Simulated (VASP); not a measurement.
Runs of VASP 6.6.1 on TaN (WC type). The structure is that of space group P-6m2 (No. 187), or close to it. The cells are those of the table. 

| cell | gap on the mesh (eV) | pressure (GPa) |
| --- | --- | --- |
| a = 2.625, b = 2.625, c = 2.635 Å, angles 90.0, 90.0, 120.0°, 2 atoms | none | 225.7 |
| a = 2.516, b = 2.516, c = 2.550 Å, angles 90.0, 90.0, 120.0°, 2 atoms | none | 389.2 |
| a = 2.819, b = 2.819, c = 2.792 Å, angles 90.0, 90.0, 120.0°, 2 atoms | none | 58.0 |
| a = 2.886, b = 2.886, c = 2.846 Å, angles 90.0, 90.0, 120.0°, 2 atoms | none | (a) |

Alike in all rows: task single point; level PBE; potentials or basis VASP PAW PBE potentials, release 64 (Ta_pv, N); no spin polarisation; k mesh 15 × 15 × 13; cutoff (eV) 520; smearing fermi-dirac 0.05 eV.

**Question.** Estimate the missing entries.

**Answer.** (a) 24.8.

Caveats: spin-orbit coupling is left out, which moves the levels of the heavy elements.

A k mesh can miss the band edges, and the runs leave out spin-orbit coupling on Ta.

A gap of «none» marks levels without a gap at the run's occupations.
